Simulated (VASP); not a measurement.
# SnO (P4/nmm) in VASP: single point with PBE+D3(BJ)

Aim: the single point of SnO with PBE+D3(BJ).

Everything below comes from runs of VASP 6.6.1. Logs are shortened: lines on timing, memory, paths and dates and some standing lists are left out, and cuts for length are marked.

**1. The cell of the first run**

It takes space group P4/nmm (No. 129, tetragonal). Conventional cell: a = 3.837 Å, b = 3.837 Å, c = 4.762 Å, α = 90.00°, β = 90.00°, γ = 90.00°. Within 3.0 Å of Sn (site symmetry 4mm) lie 4 O at 2.24 Å. Within 3.0 Å of O (site symmetry -4m2) lie 4 Sn at 2.24 Å and 4 O at 2.71 Å.

**2. Single point, PBE+D3(BJ)**

INCAR reads:

```
SYSTEM = SnO
PREC = Accurate
ENCUT = 520
EDIFF = 1E-7
ISMEAR = 0
SIGMA = 0.1
LREAL = .False.
LASPH = .True.
NELM = 60
ALGO = Normal
ISIF = 2
LWAVE = .False.
LCHARG = .False.
GGA = PE
IVDW = 12
NBANDS = 28
```

KPOINTS reads:

```
Automatic mesh
0
Gamma
  12 12 10
  0 0 0
```

POSCAR reads:

```
SnO
1.0
    3.8370963224      0.0000000000      0.0000000000
    0.0000000000      3.8370963224      0.0000000000
    0.0000000000      0.0000000000      4.7621285948
Sn O
2 2
Direct
    0.0000000000      0.5000000000      0.2432422113
    0.5000000000      0.0000000000      0.7567577887
    0.0000000000      0.0000000000      0.0000000000
    0.5000000000      0.5000000000      0.0000000000
```

Potentials or basis: VASP PAW PBE potentials, release 64 (Sn_d, O).

Launch:

```console
$ cat potpaw_PBE.64/Sn_d/POTCAR potpaw_PBE.64/O/POTCAR > POTCAR
$ mpirun -np 1 vasp_std > vasp.out
```

OUTCAR:

```text
SYSTEM = SnO
   PREC = Accurate
   ENCUT = 520
   EDIFF = 1E-7
   ISMEAR = 0
   LREAL = .False.
   LASPH = .True.
   NELM = 60
   ISIF = 2
   GGA = PE
   IVDW = 12
 IVDW          = 12

 ion  position               nearest neighbor table
   1  0.000  0.500  0.243-   3 2.24   4 2.24   3 2.24   4 2.24   2 3.57   2 3.57   2 3.57   2 3.57
                             2 3.65   2 3.65   2 3.65   2 3.65
   2  0.500  0.000  0.757-   3 2.24   4 2.24   4 2.24   3 2.24   1 3.57   1 3.57   1 3.57   1 3.57
                             1 3.65   1 3.65   1 3.65   1 3.65
   3  0.000  0.000  0.000-   1 2.24   2 2.24   1 2.24   2 2.24
   4  0.500  0.500  0.000-   1 2.24   2 2.24   2 2.24   1 2.24

  LATTYP: Found a simple tetragonal cell.
 ALAT       =     3.8370963224
 C/A-ratio  =     1.2410761145

  Lattice vectors:

 A1 = (   3.8370963224,   0.0000000000,   0.0000000000)
 A2 = (   0.0000000000,   3.8370963224,   0.0000000000)
 A3 = (   0.0000000000,   0.0000000000,   4.7621285948)

Analysis of symmetry for initial positions (statically):
=====================================================================
 Subroutine PRICEL returns:
 Original cell was already a primitive cell.

 Routine SETGRP: Setting up the symmetry group for a
 simple tetragonal supercell.

 Subroutine GETGRP returns: Found 16 space group operations
 (whereof  8 operations were pure point group operations)
 out of a pool of 16 trial point group operations.

The static configuration has the point symmetry D_2d.
 The point group associated with its full space group is D_4h.

Analysis of symmetry for dynamics (positions and initial velocities):
=====================================================================
 Subroutine PRICEL returns:
 Original cell was already a primitive cell.

 Routine SETGRP: Setting up the symmetry group for a
 simple tetragonal supercell.

 Subroutine GETGRP returns: Found 16 space group operations
 (whereof  8 operations were pure point group operations)
 out of a pool of 16 trial point group operations.

The dynamic configuration has the point symmetry D_2d.
 The point group associated with its full space group is D_4h.

 Subroutine INISYM returns: Found 16 space group operations
 (whereof  8 operations are pure point group operations),
 and found     1 'primitive' translations

----------------------------------------------------------------------------------------

                                     Primitive cell

  volume of cell :      70.1143

  direct lattice vectors                    reciprocal lattice vectors
     3.837096322  0.000000000  0.000000000     0.260613734  0.000000000  0.000000000
     0.000000000  3.837096322  0.000000000     0.000000000  0.260613734  0.000000000
     0.000000000  0.000000000  4.762128595     0.000000000  0.000000000  0.209990129

  length of vectors
     3.837096322  3.837096322  4.762128595     0.260613734  0.260613734  0.209990129

  position of ions in fractional coordinates (direct lattice)
     0.000000000  0.500000000  0.243242211
     0.500000000  0.000000000  0.756757789
     0.000000000  0.000000000  0.000000000
     0.500000000  0.500000000  0.000000000

  ion indices of the primitive-cell ions
   primitive index   ion index
                 1           1
                 2           2
                 3           3
                 4           4

----------------------------------------------------------------------------------------

 KPOINTS: Automatic mesh

Automatic generation of k-mesh.
 Grid dimensions read from file:
 generate k-points for:   12   12   10

 Generating k-lattice:

  Cartesian coordinates                     Fractional coordinates (reciprocal lattice)
     0.021717811  0.000000000  0.000000000     0.083333333  0.000000000  0.000000000
     0.000000000  0.021717811  0.000000000     0.000000000  0.083333333  0.000000000
     0.000000000  0.000000000  0.020999013     0.000000000  0.000000000  0.100000000

  Length of vectors
     0.021717811  0.021717811  0.020999013

  Shift w.r.t. Gamma in fractional coordinates (k-lattice)
     0.000000000  0.000000000  0.000000000

 Subroutine IBZKPT returns following result:
 ===========================================

 Found    168 irreducible k-points:

 Following reciprocal coordinates:
            Coordinates               Weight
  0.000000  0.000000  0.000000      1.000000
  0.083333  0.000000  0.000000      4.000000
  0.166667  0.000000  0.000000      4.000000
  0.250000  0.000000  0.000000      4.000000
  0.333333  0.000000  0.000000      4.000000
  0.416667  0.000000  0.000000      4.000000
[... 16 lines left out ...]
  0.333333  0.333333  0.000000      4.000000
  0.416667  0.333333  0.000000      8.000000
 [... further k-points ...]
   k-points           NKPTS =    168   k-points in BZ     NKDIM =    168   number of bands    NBANDS=     28
   number of dos      NEDOS =    301   number of ions     NIONS =      4
   total plane-waves  NPLWV =  32400
   dimension x,y,z NGX =    30 NGY =   30 NGZ =   36
   dimension x,y,z NGXF=    60 NGYF=   60 NGZF=   72
   ions per type =               2   2
   NGX,Y,Z   is equivalent  to a cutoff of  13.00, 13.00, 12.57 a.u.
   NGXF,Y,Z  is equivalent  to a cutoff of  26.00, 26.00, 25.14 a.u.
 SYSTEM =  SnO
   PREC   = accura    normal or accurate (medium, high low for compatibility)
   ISTART =      0    job   : 0-new  1-cont  2-samecut
   ICHARG =      2    charge: 1-file 2-atom 10-const
   ISPIN  =      1    spin polarized calculation?
   LNONCOLLINEAR =      F non collinear calculations
   LSORBIT =      F    spin-orbit coupling
   LASPH  =      T    aspherical Exc in radial PAW
   ENCUT  =  520.0 eV  38.22 Ry    6.18 a.u.   7.13  7.13  8.85*2*pi/ulx,y,z
   NELM   =     60;   NELMIN=  2; NELMDL= -5     # of ELM steps
   EDIFF  = 0.1E-06   stopping-criterion for ELM
   LREAL  =      F    real-space projection
   EDIFFG = 0.1E-05   stopping-criterion for IOM
   NSW    =      0    number of steps for IOM
   IBRION =     -1    ionic relax: 0-MD 1-quasi-New 2-CG
   NFREE  =      0    steps in history (QN), initial steepest desc. (CG)
   ISIF   =      2    stress and relaxation
   ISYM   =      2    0-nonsym 1-usesym 2-fastsym
   POTIM  = 0.5000    time-step for ionic-motion
   TEBEG  =    0.0;   TEEND  =   0.0 temperature during run
   PSTRESS=    0.0 pullay stress
   NELECT =      40.0000    total number of electrons
   NUPDOWN=      -1.0000    fix difference up-down
   EMIN   =  10.00;   EMAX   =-10.00  energy-range for DOS
   EFERMI =   0.00;   METHOD = LEGACY
   ISMEAR =     0;   SIGMA  =   0.10  broadening in eV -4-tet -1-fermi 0-gaus
   EFERMI_NEDOS =   21; number of points for ismear=-14 and -15
   IALGO  =     38    algorithm
   IMIX   =      4    mixing-type and parameters
     AMIX     =   0.40;   BMIX     =  1.00
     AMIX_MAG =   1.60;   BMIX_MAG =  1.00
  volume/ion in A,a.u.               =      17.53       118.29
  Fermi-wavevector in a.u.,A,eV,Ry     =   1.357769  2.565812 25.082850  1.843537
  Thomas-Fermi vector in A             =   2.484660
   LORBIT       =      0    0 simple, 1 ext, 2 COOP (PROOUT), +10 PAW based schemes
   GGA     = PE    functional components
   LHFCALC =     F    Hartree Fock is set to
   AEXX    =    0.0000 exact exchange contribution
   IVDW    =    12    specifies the selected vdW correction
   LEPSILON=     F    determine dielectric tensor
   LRPA    =     F    only Hartree local field effects (RPA)
 non-spin polarized calculation
 Gauss-broadening in eV      SIGMA  =   0.10
  energy-cutoff  :      520.00
  volume of cell :       70.11
 maximum number of plane-waves:      1912
 NGX is ok and might be reduce to    30
   NGX = 15   NGY = 15   NGZ = 17

 number of electron      40.0000014 magnetization

 Free energy of the ion-electron system (eV)
  ---------------------------------------------------
  ext. energy  EPLUGINS =         0.00000000
  ---------------------------------------------------
  free energy    TOTEN  =       -22.68997085 eV

  energy without entropy =      -22.68950380  energy(sigma->0) =      -22.68973732

 E-fermi :   7.1585     XC(G=0): -10.2731

 val. band max:        7.0933941228   @ k =   0.5000   0.5000   0.0000
 cond. band min:       7.2547530641   @ k =   0.5000   0.5000   0.1000
 fundamental gap:      0.1613589413
 Fermi energy:         7.1584936187

 k-point     1 :       0.0000    0.0000    0.0000
  band No.  band energies     occupation
      1     -14.8393      2.00000
      2     -14.4466      2.00000
      3     -14.4466      2.00000
      4     -14.4375      2.00000
      5     -14.4073      2.00000
      6     -14.3986      2.00000
[... 20 lines left out ...]
     27      13.7657      0.00000
     28      14.1756      0.00000

 k-point     2 :       0.0833    0.0000    0.0000
  band No.  band energies     occupation
      1     -14.8353      2.00000
      2     -14.4453      2.00000
      3     -14.4447      2.00000
      4     -14.4362      2.00000
      5     -14.4075      2.00000
      6     -14.3962      2.00000
[... 20 lines left out ...]
     27      13.8836      0.00000
     28      14.7295      0.00000

 k-point     3 :       0.1667    0.0000    0.0000
  band No.  band energies     occupation
      1     -14.8237      2.00000
      2     -14.4480      2.00000
      3     -14.4415      2.00000
      4     -14.4393      2.00000
      5     -14.4081      2.00000
      6     -14.4037      2.00000
[... 20 lines left out ...]
     27      14.0162      0.00000
     28      15.9665      0.00000

 k-point     4 :       0.2500    0.0000    0.0000
  band No.  band energies     occupation
      1     -14.8055      2.00000
      2     -14.5109      2.00000
      3     -14.4351      2.00000
      4     -14.4311      2.00000
      5     -14.4087      2.00000
      6     -14.4073      2.00000
[... 578 lines left out ...]
     27      15.0019      0.00000
     28      15.0019      0.00000

 k-point    23 :       0.3333    0.3333    0.0000
  band No.  band energies     occupation
      1     -14.7823      2.00000
      2     -14.7017      2.00000
      3     -14.4198      2.00000
      4     -14.4171      2.00000
      5     -14.4109      2.00000
      6     -14.3966      2.00000
[... 20 lines left out ...]
     27      14.3011      0.00000
     28      15.4015      0.00000

 k-point    24 :       0.4167    0.3333    0.0000
  band No.  band energies     occupation
      1     -14.7765      2.00000
      2     -14.7367      2.00000
      3     -14.4192      2.00000
      4     -14.4159      2.00000
      5     -14.4067      2.00000
      6     -14.3932      2.00000
[... 20 lines left out ...]
     27      14.6320      0.00000
     28      15.0495      0.00000

 [... further k-points ...]

------------------------ aborting loop because EDIFF is reached ----------------------------------------

 Edisp (eV)   -0.93872

 E8    (eV) :    -0.4073

  FORCE on cell =-STRESS in cart. coord.  units (eV):
  Direction    XX          YY          ZZ          XY          YZ          ZX
  --------------------------------------------------------------------------------------
  -------------------------------------------------------------------------------------
  Total       0.09523     0.09523     0.09787     0.00000     0.00000     0.00000
  in kB       2.17604     2.17604     2.23653     0.00000     0.00000     0.00000
  external pressure =        2.20 kB  Pullay stress =        0.00 kB

 VOLUME and BASIS-vectors are now :
 -----------------------------------------------------------------------------
  energy-cutoff  :      520.00
  volume of cell :       70.11
      direct lattice vectors                 reciprocal lattice vectors
     3.837096322  0.000000000  0.000000000     0.260613734  0.000000000  0.000000000
     0.000000000  3.837096322  0.000000000     0.000000000  0.260613734  0.000000000
     0.000000000  0.000000000  4.762128595     0.000000000  0.000000000  0.209990129

 POSITION                                       TOTAL-FORCE (eV/Angst)
 -----------------------------------------------------------------------------------
      0.00000      1.91855      1.15835         0.000000     -0.000000      0.081866
      1.91855      0.00000      3.60378         0.000000     -0.000000     -0.081866
      0.00000      0.00000      0.00000         0.000000     -0.000000      0.000000
      1.91855      1.91855      0.00000        -0.000000      0.000000      0.000000
 -----------------------------------------------------------------------------------
    total drift:                                0.000000      0.000000     -0.000000

  FREE ENERGIE OF THE ION-ELECTRON SYSTEM (eV)
  ---------------------------------------------------
  free  energy   TOTEN  =       -23.6286924417 eV

  energy  without entropy=      -23.6282253947  energy(sigma->0) =      -23.62845892
```

It took 9.1 min on 1 thread of Intel Xeon 8259CL, shared host; peak memory 0.38 GiB.

What came out:

```yaml
Free_energy: -23.6287 eV
Pressure: 0.2 GPa
Largest_force: 0.082 eV/Å
Band_gap_on_the_k_mesh: 0.01 eV (least direct gap 1.86 eV)
Dispersion_energy_per_atom: -0.235 eV
```

Forces in eV/Å, atoms in the order of the input:
```
Sn   0.000  0.000  0.082
Sn   0.000  0.000 -0.082
O    0.000  0.000  0.000
O    0.000  0.000  0.000
```

Caveat: the smearing spreads over this small gap; semilocal functionals underestimate gaps, and a narrow one can read as zero; spin-orbit coupling is left out, which moves the levels of the heavy elements. A k mesh can miss the band edges.

The gap in the log of VASP goes by the Fermi energy; the results here count the filled bands.